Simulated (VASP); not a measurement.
Al3GaN4: single point with PBEsol

Al3GaN4:

```xyz
8
Lattice="4.3630 0.2424 0.2424 0.2424 4.3630 0.2424 0.2424 0.2424 4.3630" Properties=species:S:1:pos:R:3 pbc="T T T"
Al    2.3027    2.3027    0.2424
Al    2.3027    0.2424    2.3027
Al    0.2424    2.3027    2.3027
Ga    0.0000    0.0000    0.0000
N     3.4916    3.4916    1.4748
N     3.4916    1.4748    3.4916
N     1.4748    3.4916    3.4916
N     1.2376    1.2376    1.2376
```

| Quantity | Value |
| --- | --- |
| Program | VASP 6.6.1 |
| Task | single point |
| Functional | PBEsol |
| Potentials or basis | VASP PAW PBE potentials, release 64 (Al, Ga_d, N) |
| Cutoff | 520 eV |
| k mesh | 6 × 6 × 6 |
| Occupations | gaussian, width 0.05 eV |
| Spin | no spin polarisation |

The pressure is 15.4 GPa. The largest force is 1.115 eV/Å and the band gap on the k mesh is 2.35 eV, direct.

Forces on the atoms (eV/Å):
```
Al   0.588  0.588  0.606
Al   0.588  0.606  0.588
Al   0.606  0.588  0.588
Ga   0.612  0.612  0.612
N   -0.625 -0.625 -0.680
N   -0.625 -0.680 -0.625
N   -0.680 -0.625 -0.625
N   -0.464 -0.464 -0.464
```

Stress tensor (GPa, compression positive):
```
 15.38 -22.92 -22.92
-22.92  15.38 -22.92
-22.92 -22.92  15.38
```

Levels at points of the mesh, in eV from the valence-band top:
```tsv
k point	band 17	band 18	band 19	band 20	band 21	band 22	band 23	band 24	band 25	band 26
(0.00, 0.00, 0.00)	-1.72	-1.72	-1.07	0.00	0.00	2.35	2.66	2.87	2.87	7.29
(0.50, 0.00, 0.00)	-3.04	-2.10	-1.86	-1.05	-0.75	4.69	4.90	5.52	5.64	8.70
(0.50, 0.50, 0.00)	-2.84	-1.31	-1.15	-0.68	-0.50	6.19	6.84	6.84	7.34	7.52
(0.50, 0.50, 0.50)	-1.02	-0.85	-0.85	-0.19	-0.19	4.83	6.11	6.11	7.99	8.44
```

Wall time 69 s on 1 thread of Intel Xeon 6975P-C, on a shared host, peak memory 0.24 GiB.

Caveat: the PAW data sets were made with another functional, which shifts forces and pressure a little.
